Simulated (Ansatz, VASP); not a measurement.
## Te2Mo: VASP beside Ansatz

The input INCAR:

```
PREC     = Accurate       # precision mode
ENCUT    = 520            # plane-wave cutoff, eV
EDIFF    = 1E-6           # SCF threshold, eV
ISMEAR   = -1             # smearing method
SIGMA    = 0.02           # smearing width, eV
LREAL    = False          # projectors in reciprocal space
LASPH    = True           # aspherical terms in the spheres
NELM     = 100            # most SCF steps
ALGO     = Normal         # electronic algorithm
ISIF     = 2              # what is computed and relaxed
LWAVE    = False          # write WAVECAR
LCHARG   = False          # write CHGCAR
GGA      = PE             # functional
NBANDS   = 35             # bands
```

File KPOINTS:

```
regular mesh
0
Gamma
  12 12 2
```

Contents of POSCAR:

```
Te2Mo
1.0
    3.5421311455      0.0000000000      0.0000000000
   -1.7710655727      3.0675755555      0.0000000000
    0.0000000000      0.0000000000     14.1766719662
Mo Te
2 4
Direct
    0.3333333333      0.6666666667      0.2500000000
    0.6666666667      0.3333333333      0.7500000000
    0.6666666667      0.3333333333      0.3765845055
    0.6666666667      0.3333333333      0.1234154945
    0.3333333333      0.6666666667      0.8765845055
    0.3333333333      0.6666666667      0.6234154945
```

Input for Ansatz:

```yaml
crystal:
  lattice:
    - [3.5421311455, 0.0, 0.0]
    - [-1.7710655727, 3.0675755555, 0.0]
    - [0.0, 0.0, 14.1766719662]
  atoms:
    - { symbol: Mo, position: [0.3333333333, 0.6666666667, 0.25] }
    - { symbol: Mo, position: [0.6666666667, 0.3333333333, 0.75] }
    - { symbol: Te, position: [0.6666666667, 0.3333333333, 0.3765845055] }
    - { symbol: Te, position: [0.6666666667, 0.3333333333, 0.1234154945] }
    - { symbol: Te, position: [0.3333333333, 0.6666666667, 0.8765845055] }
    - { symbol: Te, position: [0.3333333333, 0.6666666667, 0.6234154945] }
kpoints:
  mp_grid: { grid: [12, 12, 2] }
  band_path:
    path:
      - [0.0, 0.0, 0.0]
      - [0.5, 0.0, 0.0]
      - [0.3333333333, 0.3333333333, 0.0]
      - [0.0, 0.0, 0.5]
      - [0.5, 0.0, 0.5]
      - [0.3333333333, 0.3333333333, 0.5]
      - [0.195312, 0.197917, 0.0]
    npoints: 1
hamiltonian:
  xc: pbe
scf:
  occupations: { method: fermi_dirac, width: 0.02 }
  n_extra_bands: 5
output:
  forces: true
  stress: true
  eigenvalues: true
```

Alike in both runs: task single point; functional PBE; k mesh 12 × 12 × 2; occupations fermi-dirac, width 0.02 eV; no spin polarisation.

|  | VASP | Ansatz |
| --- | --- | --- |
| version | VASP 6.6.1 | Ansatz 0.2.0 |
| potentials or method | VASP PAW PBE potentials, release 64 (Mo_sv, Te) | plane waves, PAW |
| plane-wave cutoff (eV) | 520 | 420 |
| valence electrons in the cell | 52 | 92 |

|  | VASP | Ansatz | Ansatz less VASP |
| --- | --- | --- | --- |
| gap on the k mesh at the Fermi level (eV) | 0.82 | 0.82 | +0.005 |
| pressure (GPa) | 1.9 | 1.9 | +0.02 |
| traceless stress, the component that is largest in VASP (GPa) | 0.88 | 0.83 | -0.057 |
| rms of the force components (eV/Å) | 0.100 | 0.094 | -0.0069 |

Atom by atom the forces differ by 0.007 eV/Å (rms over components). VASP's potentials hold 52 valence electrons a cell and Ansatz's 92, so a difference there can come from the potentials and not from the codes.

Neither program's run includes spin-orbit coupling.
